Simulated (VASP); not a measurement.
# ZnO4 (Pm-3m) in VASP: relaxation of cell and atoms with PBE

Aim: the relaxation of cell and atoms of ZnO4 with PBE.

Everything below comes from runs of VASP 6.6.1. Logs are shortened: lines on timing, memory, paths and dates and some standing lists are left out, and cuts for length are marked.

### Step 1. The cell of the first run

It takes space group Pm-3m (No. 221, cubic). Conventional cell: a = 3.594 Å, b = 3.594 Å, c = 3.594 Å, α = 90.00°, β = 90.00°, γ = 90.00°. Within 3.4 Å of Zn (site symmetry m-3m) lie 20 O at 2.54 to 3.11 Å. Within 2.4 Å of O (site symmetry m-3m) lie 6 O at 1.80 Å. Within 2.4 Å of O (site symmetry 4/mmm) lie 2 O at 1.80 Å.

The cell was built from a structure type or drawn by symmetry, and may not be a known phase.

### Step 2. Relaxation of cell and atoms, PBE, collinear spin

Contents of INCAR:

```
SYSTEM = ZnO4
  PREC = Accurate
  ENCUT = 600
  EDIFF = 1E-6
  ISMEAR = 0
  SIGMA = 0.1
  LREAL = .FALSE.
  LASPH = .TRUE.
  NELM = 150
  ALGO = Normal
  ISIF = 3
  LWAVE = .FALSE.
  LCHARG = .FALSE.
  ISPIN = 2
  MAGMOM = 0 0 0.19 0.19 0.19
  LORBIT = 11
  GGA = PE
  IBRION = 2
  NSW = 100
  EDIFFG = -0.01
```

Contents of KPOINTS:

```
regular mesh
0
G
  10 10 10
  0 0 0
```

Contents of POSCAR:

```
ZnO4
1.0
    3.5939497847      0.0000000000      0.0000000000
    0.0000000000      3.5939497847      0.0000000000
    0.0000000000      0.0000000000      3.5939497847
Zn O
1 4
Direct
    0.5000000000      0.5000000000      0.5000000000
    0.0000000000      0.0000000000      0.0000000000
    0.5000000000      0.0000000000      0.0000000000
    0.0000000000      0.5000000000      0.0000000000
    0.0000000000      0.0000000000      0.5000000000
```

Potentials or basis: VASP PAW PBE potentials, release 64 (Zn, O).

Run with:

```sh
> cat potpaw_PBE.64/Zn/POTCAR potpaw_PBE.64/O/POTCAR > POTCAR
> mpirun -np 1 vasp_std > vasp.out
```

OUTCAR:

```text
SYSTEM = ZnO4
   PREC = Accurate
   ENCUT = 600
   EDIFF = 1E-6
   ISMEAR = 0
   LREAL = .FALSE.
   LASPH = .TRUE.
   NELM = 150
   ISIF = 3
   ISPIN = 2
   LORBIT = 11
   GGA = PE
   IBRION = 2
   NSW = 100
   EDIFFG = -0.01

 ion  position               nearest neighbor table
   1  0.500  0.500  0.500-
   2  0.000  0.000  0.000-   3 1.80   4 1.80   5 1.80   5 1.80   4 1.80   3 1.80
   3  0.500  0.000  0.000-   2 1.80   2 1.80
   4  0.000  0.500  0.000-   2 1.80   2 1.80
   5  0.000  0.000  0.500-   2 1.80   2 1.80

  LATTYP: Found a simple cubic cell.
 ALAT       =     3.5939497847

  Lattice vectors:

 A1 = (   3.5939497847,   0.0000000000,   0.0000000000)
 A2 = (   0.0000000000,   3.5939497847,   0.0000000000)
 A3 = (   0.0000000000,   0.0000000000,   3.5939497847)

Analysis of symmetry for initial positions (statically):
=====================================================================
 Subroutine PRICEL returns:
 Original cell was already a primitive cell.

 Routine SETGRP: Setting up the symmetry group for a
 simple cubic supercell.

 Subroutine GETGRP returns: Found 48 space group operations
 (whereof 48 operations were pure point group operations)
 out of a pool of 48 trial point group operations.

The static configuration has the point symmetry O_h .

Analysis of symmetry for dynamics (positions and initial velocities):
=====================================================================
 Subroutine PRICEL returns:
 Original cell was already a primitive cell.

 Routine SETGRP: Setting up the symmetry group for a
 simple cubic supercell.

 Subroutine GETGRP returns: Found 48 space group operations
 (whereof 48 operations were pure point group operations)
 out of a pool of 48 trial point group operations.

The dynamic configuration has the point symmetry O_h .

Analysis of structural, dynamic, and magnetic symmetry:
=====================================================================
 Subroutine PRICEL returns:
 Original cell was already a primitive cell.

 Routine SETGRP: Setting up the symmetry group for a
 simple cubic supercell.

 Subroutine GETGRP returns: Found 48 space group operations
 (whereof 48 operations were pure point group operations)
[... 121 lines left out ...]
   EMIN   =  10.00;   EMAX   =-10.00  energy-range for DOS
   EFERMI =   0.00;   METHOD = LEGACY
   ISMEAR =     0;   SIGMA  =   0.10  broadening in eV -4-tet -1-fermi 0-gaus
   EFERMI_NEDOS =   21; number of points for ismear=-14 and -15
   IALGO  =     38    algorithm
   IMIX   =      4    mixing-type and parameters
     AMIX     =   0.40;   BMIX     =  1.00
     AMIX_MAG =   1.60;   BMIX_MAG =  1.00
  volume/ion in A,a.u.               =       9.28        62.65
  Fermi-wavevector in a.u.,A,eV,Ry     =   1.504078  2.842295 30.779784  2.262250
  Thomas-Fermi vector in A             =   2.615105
   LORBIT       =     11    0 simple, 1 ext, 2 COOP (PROOUT), +10 PAW based schemes
   GGA     = PE    functional components
   LHFCALC =     F    Hartree Fock is set to
   AEXX    =    0.0000 exact exchange contribution
   IVDW    =     0    specifies the selected vdW correction
   LEPSILON=     F    determine dielectric tensor
   LRPA    =     F    only Hartree local field effects (RPA)
 conjugate gradient relaxation of ions
 spin polarized calculation
 Gauss-broadening in eV      SIGMA  =   0.10
  energy-cutoff  :      600.00
  volume of cell :       46.42
 maximum number of plane-waves:      1596
 NGX is ok and might be reduce to    30
   NGX = 15   NGY = 15   NGZ = 15

--------------------------------------- Ionic step        1  -------------------------------------------

 number of electron      35.9999994 magnetization       0.0022154

 Free energy of the ion-electron system (eV)
  ---------------------------------------------------
  ext. energy  EPLUGINS =         0.00000000
  ---------------------------------------------------
  free energy    TOTEN  =       -16.66818327 eV

  energy without entropy =      -16.65428610  energy(sigma->0) =      -16.66123468

------------------------ aborting loop because EDIFF is reached ----------------------------------------

  FORCE on cell =-STRESS in cart. coord.  units (eV):
  Direction    XX          YY          ZZ          XY          YZ          ZX
  --------------------------------------------------------------------------------------
  -------------------------------------------------------------------------------------
  Total       -0.5210288     -0.5210288     -0.5210288     -0.0000000     -0.0000000      0.0000000
  in kB      -17.9827584    -17.9827584    -17.9827584     -0.0000000     -0.0000000      0.0000000
  external PRESSURE =     -17.9827584 kB  Pullay stress =       0.0000000 kB
[... 65 lines left out ...]
--------------------------------------- Ionic step        3  -------------------------------------------

 number of electron      36.0000008 magnetization      -0.0000449

 Free energy of the ion-electron system (eV)
  ---------------------------------------------------
  ext. energy  EPLUGINS =         0.00000000
  ---------------------------------------------------
  free energy    TOTEN  =       -16.67171490 eV

  energy without entropy =      -16.65805100  energy(sigma->0) =      -16.66488295

 E-fermi :   2.3276     XC(G=0): -11.7665

 val. band max:        2.3179980747   @ k =   0.4000   0.4000   0.4000
 cond. band min:       2.3357394513   @ k =   0.5000   0.4000   0.3000
 fundamental gap:      0.0177413766
 Fermi energy:         2.3275657322

 spin component 1

 k-point     1 :       0.0000    0.0000    0.0000
  band No.  band energies     occupation
      1     -20.2384      1.00000
      2     -13.8390      1.00000
      3     -13.8390      1.00000
      4     -11.4701      1.00000
      5      -6.0278      1.00000
      6      -6.0277      1.00000
[... 589 lines left out ...]
     21       6.2680      0.00000
     22       6.2948      0.00000

 [... further k-points ...]

 spin component 2

 k-point     1 :       0.0000    0.0000    0.0000
  band No.  band energies     occupation
      1     -20.2385      1.00000
      2     -13.8391      1.00000
      3     -13.8391      1.00000
      4     -11.4701      1.00000
      5      -6.0278      1.00000
      6      -6.0278      1.00000
[... 623 lines left out ...]
  FREE ENERGIE OF THE ION-ELECTRON SYSTEM (eV)
  ---------------------------------------------------
  free  energy   TOTEN  =       -16.6717149004 eV

  energy  without entropy=      -16.6580510004  energy(sigma->0) =      -16.66488295

 reached required accuracy - stopping structural energy minimisation

 total charge

# of ion       s       p       d       tot
------------------------------------------
    1        0.297   0.193   9.839  10.329
    2        1.656   2.980   0.000   4.636
    3        1.627   3.136   0.000   4.764
    4        1.627   3.136   0.000   4.764
    5        1.627   3.136   0.000   4.764
--------------------------------------------------
tot          6.835  12.582   9.839  29.256

 magnetization (x)

# of ion       s       p       d       tot
------------------------------------------
    1        0.000   0.000  -0.000   0.000
    2       -0.000   0.000   0.000   0.000
    3       -0.000  -0.000   0.000  -0.000
    4       -0.000  -0.000   0.000  -0.000
    5       -0.000  -0.000   0.000  -0.000
--------------------------------------------------
tot          0.000  -0.000  -0.000  -0.000
```

OSZICAR:

```text
N       E                     dE             d eps       ncg     rms          rms(c)
DAV:   1     0.344411289556E+03    0.34441E+03   -0.20406E+04  4968   0.227E+03
DAV:   2     0.112695244510E+02   -0.33314E+03   -0.32082E+03  5630   0.497E+02
[... 30 lines left out ...]
DAV:   1    -0.166724984641E+02   -0.84104E-03   -0.16447E-02  5832   0.176E+00    0.204E-01
DAV:   2    -0.166718036926E+02    0.69477E-03   -0.21864E-03  5800   0.768E-01    0.748E-02
DAV:   3    -0.166717321138E+02    0.71579E-04   -0.34960E-04  5580   0.157E-01    0.278E-02
DAV:   4    -0.166717226318E+02    0.94819E-05   -0.15458E-05  7008   0.514E-02    0.186E-02
DAV:   5    -0.166717162157E+02    0.64162E-05   -0.34063E-06  4584   0.458E-02    0.834E-03
DAV:   6    -0.166717150128E+02    0.12029E-05   -0.38952E-06  4088   0.218E-02    0.178E-03
DAV:   7    -0.166717149004E+02    0.11238E-06   -0.62411E-07  2560   0.102E-02
   3 F= -.16671715E+02 E0= -.16664883E+02  d E =-.353163E-02  mag=    -0.0000
```

Run time: 3 min. Hardware: 1 thread of AMD EPYC 9R45 (Zen 5), shared host; peak memory 0.23 GiB.

Results:

```
Free energy                                           : -16.6717 eV
Relaxed volume                                        : 9.16 Å³/atom
Relaxed cell                                          : a = 3.578 Å, b = 3.578 Å, c = 3.578 Å, α = 90.00°, β = 90.00°, γ = 90.00°
Space group after relaxing (to 0.1 Å)                 : Pm-3m (No. 221)
Energy gained by relaxing                             : 0.7 meV/atom
Ionic steps                                           : 3
Pressure after relaxing                               : 0.0 GPa
Band gap on the k mesh                                : zero (filled and empty bands overlap)
Net moment                                            : 0.00 μB per cell
Valence electrons inside the program's atomic spheres : Zn 10.33; O 4.64, 4.76 (each value once)
```

The path:
```tsv
step	energy change (eV)	largest force (eV/Å)	pressure (GPa)	volume (Å³)
1	0.0000	0.0000	-1.80	46.42
2	-0.0035	0.0000	0.24	45.72
3	-0.0035	0.0000	0.02	45.80
```

Final structure:
```xyz
5
Lattice="3.5779 0.0000 0.0000 0.0000 3.5779 0.0000 0.0000 0.0000 3.5779" Properties=species:S:1:pos:R:3 pbc="T T T"
Zn    1.7890    1.7890    1.7890
O     0.0000    0.0000    0.0000
O     1.7890    0.0000    0.0000
O     0.0000    1.7890    0.0000
O     0.0000    0.0000    1.7890
```
